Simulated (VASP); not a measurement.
# O2 in VASP: a series of runs

O2 is run at these levels: r2SCAN; tasks: single point, relaxation of the atoms.

Everything below comes from runs of VASP 6.6.1. Logs are shortened: lines on timing, memory, paths and dates and some standing lists are left out, and cuts for length are marked.

### 1 The cell of the first run

The cell holds a molecule in a box, 2 atoms: a = 9.000 Å, b = 9.500 Å, c = 10.000 Å, α = 90.00°, β = 90.00°, γ = 90.00°.

### 2 Single point, r2SCAN, collinear spin, ferromagnetic start

File POSCAR:

```
O
1.0
    9.0000000000      0.0000000000      0.0000000000
    0.0000000000      9.5000000000      0.0000000000
    0.0000000000      0.0000000000     10.0000000000
O
2
Direct
    0.5000000000      0.5000000000      0.4397284637
    0.5000000000      0.5000000000      0.5602715363
```

File INCAR.step1:

```
SYSTEM = O
  PREC = Accurate
  ENCUT = 520
  ISMEAR = -1
  SIGMA = 0.02
  LREAL = .FALSE.
  LASPH = .TRUE.
  NELM = 150
  ISPIN = 2
  MAGMOM = 1 1
  NBANDS = 17
  GGA = PE
  ALGO = Normal
  EDIFF = 1E-4
  LWAVE = .TRUE.
  LCHARG = .FALSE.
```

File INCAR.step2:

```
SYSTEM = O
  PREC = Accurate
  ENCUT = 520
  EDIFF = 1E-6
  ISMEAR = -1
  SIGMA = 0.02
  LREAL = .FALSE.
  LASPH = .TRUE.
  NELM = 150
  ALGO = Normal
  ISIF = 2
  LWAVE = .FALSE.
  LCHARG = .TRUE.
  ISPIN = 2
  MAGMOM = 1 1
  LORBIT = 11
  METAGGA = R2SCAN
  LMIXTAU = .TRUE.
  LELF = .TRUE.
  LVHAR = .TRUE.
  NBANDS = 17
  ISTART = 1
```

File KPOINTS:

```
regular mesh
0
G
  1 1 1
  0 0 0
```

Potentials or basis: VASP PAW PBE potentials, release 64 (O).

Started as:

```sh
> cat potpaw_PBE.64/O/POTCAR > POTCAR
> cp INCAR.step1 INCAR
> mpirun -np 1 vasp_gam > vasp.out
> cp INCAR.step2 INCAR
> mpirun -np 1 vasp_gam > vasp.out
```

OUTCAR:

```text
SYSTEM = O
   PREC = Accurate
   ENCUT = 520
   EDIFF = 1E-6
   ISMEAR = -1
   LREAL = .FALSE.
   LASPH = .TRUE.
   NELM = 150
   ISIF = 2
   ISPIN = 2
   LORBIT = 11
   METAGGA = R2SCAN
   ISTART = 1

 ion  position               nearest neighbor table
   1  0.500  0.500  0.440-   2 1.21
   2  0.500  0.500  0.560-   1 1.21

  LATTYP: Found a simple orthorhombic cell.
 ALAT       =     9.0000000000
 B/A-ratio  =     1.0555555556
 C/A-ratio  =     1.1111111111

  Lattice vectors:

 A1 = (   9.0000000000,   0.0000000000,   0.0000000000)
 A2 = (   0.0000000000,   9.5000000000,   0.0000000000)
 A3 = (   0.0000000000,   0.0000000000,  10.0000000000)

Analysis of symmetry for initial positions (statically):
=====================================================================
 Subroutine PRICEL returns:
 Original cell was already a primitive cell.

 Routine SETGRP: Setting up the symmetry group for a
 simple orthorhombic supercell.

 Subroutine GETGRP returns: Found  8 space group operations
 (whereof  8 operations were pure point group operations)
 out of a pool of  8 trial point group operations.

The static configuration has the point symmetry D_2h.

Analysis of symmetry for dynamics (positions and initial velocities):
=====================================================================
 Subroutine PRICEL returns:
 Original cell was already a primitive cell.

 Routine SETGRP: Setting up the symmetry group for a
 simple orthorhombic supercell.

 Subroutine GETGRP returns: Found  8 space group operations
 (whereof  8 operations were pure point group operations)
 out of a pool of  8 trial point group operations.

The dynamic configuration has the point symmetry D_2h.

Analysis of structural, dynamic, and magnetic symmetry:
=====================================================================
 Subroutine PRICEL returns:
 Original cell was already a primitive cell.

 Routine SETGRP: Setting up the symmetry group for a
 simple orthorhombic supercell.

 Subroutine GETGRP returns: Found  8 space group operations
 (whereof  8 operations were pure point group operations)
 out of a pool of  8 trial point group operations.

The overall configuration has the point symmetry D_2h.

 Subroutine INISYM returns: Found  8 space group operations
 (whereof  8 operations are pure point group operations),
 and found     1 'primitive' translations

----------------------------------------------------------------------------------------

[... 89 lines left out ...]
  volume/ion in A,a.u.               =     427.50      2884.91
  Fermi-wavevector in a.u.,A,eV,Ry     =   0.394893  0.746240  2.121703  0.155941
  Thomas-Fermi vector in A             =   1.339966
   LORBIT       =     11    0 simple, 1 ext, 2 COOP (PROOUT), +10 PAW based schemes
   METAGGA = R2SCAN    functional components
   LHFCALC =     F    Hartree Fock is set to
   AEXX    =    0.0000 exact exchange contribution
   IVDW    =     0    specifies the selected vdW correction
   LEPSILON=     F    determine dielectric tensor
   LRPA    =     F    only Hartree local field effects (RPA)
 spin polarized calculation
  energy-cutoff  :      520.00
  volume of cell :      855.00
 maximum number of plane-waves:     11510
 NGX is ok and might be reduce to    70
   NGX = 33   NGY = 35   NGZ = 37

 number of electron      12.0000002 magnetization       2.0000000

 Free energy of the ion-electron system (eV)
  ---------------------------------------------------
  ext. energy  EPLUGINS =         0.00000000
  ---------------------------------------------------
  free energy    TOTEN  =       -11.84868023 eV

  energy without entropy =      -11.84868023  energy(sigma->0) =      -11.84868023

 E-fermi :  -6.7775     XC(G=0):  -0.4339

 val. band max:       -7.2930515723   @ k =   0.0000   0.0000   0.0000
 cond. band min:      -3.8419242591   @ k =   0.0000   0.0000   0.0000
 fundamental gap:      3.4511273132
 Fermi energy:        -6.7774855973

 spin component 1

 k-point     1 :       0.0000    0.0000    0.0000
  band No.  band energies     occupation
      1     -34.5371      1.00000
      2     -21.7312      1.00000
      3     -14.1882      1.00000
      4     -14.1881      1.00000
      5     -13.8954      1.00000
      6      -7.2931      1.00000
[... 9 lines left out ...]
     16       3.1583      0.00000
     17       3.1619      0.00000
 Fermi energy:        -6.7774855973

 spin component 2

 k-point     1 :       0.0000    0.0000    0.0000
  band No.  band energies     occupation
      1     -33.1650      1.00000
      2     -19.2994      1.00000
      3     -12.7891      1.00000
      4     -11.6896      1.00000
      5     -11.6896      1.00000
      6      -3.8419      0.00000
[... 9 lines left out ...]
     16       3.2332      0.00000
     17       3.2364      0.00000

------------------------ aborting loop because EDIFF is reached ----------------------------------------

  FORCE on cell =-STRESS in cart. coord.  units (eV):
  Direction    XX          YY          ZZ          XY          YZ          ZX
  --------------------------------------------------------------------------------------
  -------------------------------------------------------------------------------------
  Total       -0.0766728     -0.0772798      1.6401709     -0.0000000      0.0000000      0.0000000
  in kB       -0.1436765     -0.1448140      3.0735025     -0.0000000      0.0000000      0.0000000
  external PRESSURE =       0.9283373 kB  Pullay stress =       0.0000000 kB

 VOLUME and BASIS-vectors are now :
 -----------------------------------------------------------------------------
  energy-cutoff  :      520.00
  volume of cell :      855.00
      direct lattice vectors                 reciprocal lattice vectors
     9.000000000  0.000000000  0.000000000     0.111111111  0.000000000  0.000000000
     0.000000000  9.500000000  0.000000000     0.000000000  0.105263158  0.000000000
     0.000000000  0.000000000 10.000000000     0.000000000  0.000000000  0.100000000

 POSITION                                       TOTAL-FORCE (eV/Angst)
 -----------------------------------------------------------------------------------
      4.50000      4.75000      4.39728         0.000000      0.000000     -1.442410
      4.50000      4.75000      5.60272         0.000000      0.000000      1.442410
 -----------------------------------------------------------------------------------
    total drift:                                0.000000      0.000000     -0.000000

  FREE ENERGIE OF THE ION-ELECTRON SYSTEM (eV)
  ---------------------------------------------------
  free  energy   TOTEN  =       -11.8486802294 eV

  energy  without entropy=      -11.8486802294  energy(sigma->0) =      -11.84868023

 total charge

# of ion       s       p       d       tot
------------------------------------------
    1        1.615   3.329   0.000   4.944
    2        1.615   3.329   0.000   4.944
--------------------------------------------------
tot          3.230   6.659   0.000   9.888

 magnetization (x)

# of ion       s       p       d       tot
------------------------------------------
    1        0.015   0.816   0.000   0.831
    2        0.015   0.816   0.000   0.831
--------------------------------------------------
tot          0.029   1.632   0.000   1.661
```

It took 7 min on 1 thread of Oxide Virtual Turin-like, shared host; peak memory 1.2 GiB.

What came out:

- Free energy: -11.8487 eV
- Largest force: 1.442 eV/Å
- Gap between the frontier levels: 3.45 eV
- Net moment: 2.00 μB per cell
- Site moments: O +0.83 μB
- Valence electrons inside the program's atomic spheres: O 4.94

Forces in eV/Å, atoms in the order of the input:
```
O    0.000  0.000 -1.442
O    0.000  0.000  1.442
```

Levels at points of the mesh, in eV from the valence-band top:
Spin up:
```tsv
k point	band 5	band 6	band 7	band 8	band 9	band 10
(0.00, 0.00, 0.00)	-6.60	0.00	0.00	7.34	8.69	8.83
```
Spin down:
```csv
k point,band 1,band 2,band 3,band 4,band 5,band 6,band 7,band 8,band 9,band 10
"(0.00, 0.00, 0.00)",-25.87,-12.01,-5.50,-4.40,-4.40,3.45,3.45,7.40,8.84,8.87
```

Caveat: the standard files for N, O and F lose accuracy on very short bonds; the PAW data sets were made with another functional, which shifts forces and pressure a little.

### 3 Relaxation of the atoms, r2SCAN, collinear spin, ferromagnetic start

File POSCAR:

```
O
1.0
    9.0000000000      0.0000000000      0.0000000000
    0.0000000000      9.5000000000      0.0000000000
    0.0000000000      0.0000000000     10.0000000000
O
2
Direct
    0.5000000000      0.5000000000      0.4385000000
    0.5000000000      0.5000000000      0.5615000000
```

File INCAR.step1:

```
PREC     = Accurate       # precision mode
ENCUT    = 520            # plane-wave cutoff, eV
ISMEAR   = -1             # smearing method
SIGMA    = 0.02           # smearing width, eV
LREAL    = F              # projectors in reciprocal space
LASPH    = T              # aspherical terms in the spheres
NELM     = 150            # most SCF steps
ISPIN    = 2              # spin polarisation
MAGMOM   = 1 1            # initial moments
GGA      = PE             # functional
ALGO     = Normal         # electronic algorithm
EDIFF    = 1E-4           # SCF threshold, eV
LWAVE    = T              # write WAVECAR
LCHARG   = F              # write CHGCAR
```

File INCAR.step2:

```
PREC     = Accurate       # precision mode
ENCUT    = 520            # plane-wave cutoff, eV
EDIFF    = 1E-7           # SCF threshold, eV
ISMEAR   = -1             # smearing method
SIGMA    = 0.02           # smearing width, eV
LREAL    = F              # projectors in reciprocal space
LASPH    = T              # aspherical terms in the spheres
NELM     = 150            # most SCF steps
ALGO     = Normal         # electronic algorithm
ISIF     = 2              # what is computed and relaxed
LWAVE    = F              # write WAVECAR
LCHARG   = F              # write CHGCAR
ISPIN    = 2              # spin polarisation
MAGMOM   = 1 1            # initial moments
LORBIT   = 11             # projections on sites
METAGGA  = R2SCAN         # meta-GGA
LMIXTAU  = T            
IBRION   = 2              # ionic algorithm
NSW      = 80             # ionic steps
EDIFFG   = -0.01          # ionic threshold
ISTART   = 1
```

File KPOINTS:

```
regular mesh
0
Gamma
  1 1 1
```

Potentials or basis: VASP PAW PBE potentials, release 64 (O).

Started as:

```sh
> cat potpaw_PBE.64/O/POTCAR > POTCAR
> cp INCAR.step1 INCAR
> mpirun -np 1 vasp_gam > vasp.out
> cp INCAR.step2 INCAR
> mpirun -np 1 vasp_gam > vasp.out
```

Wall time 19 min (1 thread of Oxide Virtual Turin-like, shared host); peak memory 1.2 GiB.

The run converged. Its results:

```
Free energy                                           : -11.8607 eV
Energy gained by relaxing                             : 1.2 meV/atom
Ionic steps                                           : 3
Largest force after relaxing                          : 0.009 eV/Å
Gap between the frontier levels                       : 3.44 eV
Net moment                                            : 2.00 μB per cell
Site moments                                          : O +0.83 μB
Valence electrons inside the program's atomic spheres : O 4.92
```

Forces on the atoms (eV/Å):
```
O    0.000  0.000 -0.009
O    0.000  0.000  0.009
```

The path:
```
step  energy change (eV)  largest force (eV/Å)  pressure (GPa)
   1              0.0000                0.5829           -0.05
   2              0.1041                4.6419            0.32
   3             -0.0024                0.0094           -0.01
```

Final structure:
```cif
data_structure
_symmetry_space_group_name_H-M 'P 1'
_symmetry_Int_Tables_number 1
_cell_length_a 9.0000
_cell_length_b 9.5000
_cell_length_c 10.0000
_cell_angle_alpha 90.000
_cell_angle_beta 90.000
_cell_angle_gamma 90.000
_cell_volume 855.00
loop_
_atom_site_label
_atom_site_type_symbol
_atom_site_fract_x
_atom_site_fract_y
_atom_site_fract_z
_atom_site_occupancy
O1 O 0.50000 0.50000 0.43888 1
O2 O 0.50000 0.50000 0.56112 1
```

Levels at points of the mesh, in eV from the valence-band top:
Spin up:
```csv
k point,band 4,band 5,band 6,band 7,band 8,band 9,band 10,band 11
"(0.00, 0.00, 0.00)",-6.60,-6.41,0.00,0.00,7.48,8.80,8.98,9.20
```
Spin down:
```tsv
k point	band 1	band 2	band 3	band 4	band 5	band 6	band 7	band 8	band 9	band 10
(0.00, 0.00, 0.00)	-25.35	-12.01	-5.32	-4.10	-4.10	3.44	3.44	7.54	8.97	9.02
```

Caveat: the standard files for N, O and F lose accuracy on very short bonds; the PAW data sets were made with another functional, which shifts forces and pressure a little.
